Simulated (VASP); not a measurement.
# S (Pm-3m) in VASP: a series of runs, part 2 of 2

VASP 6.6.1.

## (4) Density of states, PBE

This run uses another cell than the first one, of 17.21 Å³/atom, 2.500 times its volume.

File POSCAR:

```
S
1.0
    2.5819082237      0.0000000000      0.0000000000
    0.0000000000      2.5819082237      0.0000000000
    0.0000000000      0.0000000000      2.5819082237
S
1
Direct
    0.0000000000      0.0000000000      0.0000000000
```

File INCAR.step1:

```
SYSTEM = S
ALGO     = Normal         ! electronic algorithm
EDIFF    = 1E-7           ! SCF threshold, eV
ENCUT    = 520            ! plane-wave cutoff, eV
GGA      = PE             ! functional
ISIF     = 2              ! what is computed and relaxed
ISMEAR   = -1             ! smearing method
LASPH    = .TRUE.         ! aspherical terms in the spheres
LCHARG   = .TRUE.         ! write CHGCAR
LREAL    = .FALSE.        ! projectors in reciprocal space
LWAVE    = .FALSE.        ! write WAVECAR
NBANDS   = 9              ! bands
NELM     = 60             ! most SCF steps
PREC     = Accurate       ! precision mode
SIGMA    = 0.1            ! smearing width, eV
```

File KPOINTS.step1:

```
k-points
0
G
  14 14 14
  0 0 0
```

File INCAR.step2:

```
SYSTEM = S
ALGO     = Normal         ! electronic algorithm
EDIFF    = 1E-7           ! SCF threshold, eV
ENCUT    = 520            ! plane-wave cutoff, eV
GGA      = PE             ! functional
ICHARG   = 11             ! starting density
ISIF     = 2              ! what is computed and relaxed
ISMEAR   = -5             ! smearing method
LASPH    = .TRUE.         ! aspherical terms in the spheres
LCHARG   = .FALSE.        ! write CHGCAR
LORBIT   = 11             ! projections on sites
LREAL    = .FALSE.        ! projectors in reciprocal space
LWAVE    = .FALSE.        ! write WAVECAR
NBANDS   = 9              ! bands
NEDOS    = 1001           ! points of the DOS
NELM     = 60             ! most SCF steps
PREC     = Accurate       ! precision mode
SIGMA    = 0.1            ! smearing width, eV
```

File KPOINTS.step2:

```
k-points
0
G
  21 21 21
  0 0 0
```

Potentials or basis: VASP PAW PBE potentials, release 64 (S).

Started as:

```bash
$ cat potpaw_PBE.64/S/POTCAR > POTCAR
$ cp INCAR.step1 INCAR
$ cp KPOINTS.step1 KPOINTS
$ mpirun -np 1 vasp_std > vasp.out
$ cp INCAR.step2 INCAR
$ cp KPOINTS.step2 KPOINTS
$ mpirun -np 1 vasp_std > vasp.out
```

OUTCAR:

```text
SYSTEM = S
   EDIFF = 1E-7
   ENCUT = 520
   GGA = PE
   ICHARG = 11
   ISIF = 2
   ISMEAR = -5
   LASPH = .TRUE.
   LORBIT = 11
   LREAL = .FALSE.
   NELM = 60
   PREC = Accurate

 ion  position               nearest neighbor table
   1  0.000  0.000  0.000-

  LATTYP: Found a simple cubic cell.
 ALAT       =     2.5819082237

  Lattice vectors:

 A1 = (   2.5819082237,   0.0000000000,   0.0000000000)
 A2 = (   0.0000000000,   2.5819082237,   0.0000000000)
 A3 = (   0.0000000000,   0.0000000000,   2.5819082237)

Analysis of symmetry for initial positions (statically):
=====================================================================
 Subroutine PRICEL returns:
 Original cell was already a primitive cell.

 Routine SETGRP: Setting up the symmetry group for a
 simple cubic supercell.

 Subroutine GETGRP returns: Found 48 space group operations
 (whereof 48 operations were pure point group operations)
 out of a pool of 48 trial point group operations.

The static configuration has the point symmetry O_h .
[... 166 lines left out ...]
 Fermi energy:         6.9434882930

 k-point     1 :       0.0000    0.0000    0.0000
  band No.  band energies     occupation
      1      -9.9994      2.00000
      2       8.4196      0.00000
      3       8.4196      0.00000
      4       8.4196      0.00000
      5      14.3421      0.00000
      6      14.3421      0.00000
      7      17.2627      0.00000
      8      28.5799      0.00000
      9      28.5799      0.00000
[... 265 lines left out ...]
 k-point    24 :       0.1905    0.0952    0.0000
  band No.  band energies     occupation
      1      -9.2188      2.00000
      2       4.5842      2.00000
      3       7.4634      0.11926
      4       8.9299      0.00000
      5      15.6172      0.00000
      6      17.7256      0.00000
      7      20.1932      0.00000
      8      24.1424      0.00000
      9      25.2638      0.00000

 [... further k-points ...]

------------------------ aborting loop because EDIFF is reached ----------------------------------------

  FORCE on cell =-STRESS in cart. coord.  units (eV):
  Direction    XX          YY          ZZ          XY          YZ          ZX
  --------------------------------------------------------------------------------------
  -------------------------------------------------------------------------------------
  Total       -0.0233794     -0.0233794     -0.0233794     -0.0000000      0.0000000     -0.0000000
  in kB       -2.1763165     -2.1763165     -2.1763165     -0.0000000      0.0000000     -0.0000000
  external PRESSURE =      -2.1763165 kB  Pullay stress =       0.0000000 kB

 VOLUME and BASIS-vectors are now :
 -----------------------------------------------------------------------------
  energy-cutoff  :      520.00
  volume of cell :       17.21
      direct lattice vectors                 reciprocal lattice vectors
     2.581908224  0.000000000  0.000000000     0.387310436  0.000000000  0.000000000
     0.000000000  2.581908224  0.000000000     0.000000000  0.387310436  0.000000000
     0.000000000  0.000000000  2.581908224     0.000000000  0.000000000  0.387310436

 POSITION                                       TOTAL-FORCE (eV/Angst)
 -----------------------------------------------------------------------------------
      0.00000      0.00000      0.00000         0.000000      0.000000      0.000000
 -----------------------------------------------------------------------------------
    total drift:                               -0.000000     -0.000000      0.000000

  FREE ENERGIE OF THE ION-ELECTRON SYSTEM (eV)
  ---------------------------------------------------
  free  energy   TOTEN  =        -3.5098494116 eV

  energy  without entropy=       -3.5098494116  energy(sigma->0) =       -3.50984941

 total charge

# of ion       s       p       d       tot
------------------------------------------
    1        1.434   2.067   0.000   3.501
```

OUTCAR.step1:

```text
SYSTEM = S
   EDIFF = 1E-7
   ENCUT = 520
   GGA = PE
   ISIF = 2
   ISMEAR = -1
   LASPH = .TRUE.
[... 503 lines left out ...]

 POSITION                                       TOTAL-FORCE (eV/Angst)
 -----------------------------------------------------------------------------------
      0.00000      0.00000      0.00000         0.000000      0.000000      0.000000
 -----------------------------------------------------------------------------------
    total drift:                               -0.000000     -0.000000      0.000000

  FREE ENERGIE OF THE ION-ELECTRON SYSTEM (eV)
  ---------------------------------------------------
  free  energy   TOTEN  =        -3.5206967753 eV

  energy  without entropy=       -3.5055216969  energy(sigma->0) =       -3.51310924
```

OSZICAR.step1:

```text
N       E                     dE             d eps       ncg     rms          rms(c)
DAV:   1     0.846832791523E+01    0.84683E+01   -0.28507E+03  2216   0.547E+02
DAV:   2    -0.323213086111E+01   -0.11700E+02   -0.11228E+02  2928   0.782E+01
DAV:   3    -0.351378676783E+01   -0.28166E+00   -0.27848E+00  2605   0.108E+01
DAV:   4    -0.351459881322E+01   -0.81205E-03   -0.81196E-03  3214   0.691E-01
DAV:   5    -0.351459968549E+01   -0.87226E-06   -0.87274E-06  2571   0.167E-02    0.988E+00
DAV:   6    -0.351804989753E+01   -0.34502E-02   -0.68113E-04  2700   0.218E-01    0.594E+00
DAV:   7    -0.352061349225E+01   -0.25636E-02   -0.16883E-03  2282   0.334E-01    0.662E-02
DAV:   8    -0.352068040581E+01   -0.66914E-04   -0.68732E-05  2632   0.570E-02    0.205E-02
DAV:   9    -0.352069617260E+01   -0.15767E-04   -0.15558E-05  2356   0.261E-02    0.616E-03
DAV:  10    -0.352069661834E+01   -0.44574E-06   -0.25410E-06  2386   0.927E-03    0.162E-03
DAV:  11    -0.352069674819E+01   -0.12985E-06   -0.10093E-07  2728   0.197E-03    0.566E-04
DAV:  12    -0.352069677533E+01   -0.27146E-07   -0.17922E-08  2139   0.932E-04
   1 F= -.35206968E+01 E0= -.35131092E+01  d E =-.151751E-01
```

Wall time 15 s (1 thread of Intel Xeon 6975P-C (Granite Rapids), shared host); peak memory 0.14 GiB.

What came out:

```yaml
Valence_electrons_inside_the_program's_atomic_spheres: S 3.50
```

Levels at points of the mesh, in eV from the Fermi level:
```tsv
k point	band 1	band 2	band 3	band 4	band 5	band 6	band 7	band 8
(0.00, 0.00, 0.00)	-16.94	1.48	1.48	1.48	7.40	7.40	10.32	21.64
```

Caveat: tetrahedron occupations give inexact forces and stress in metals.
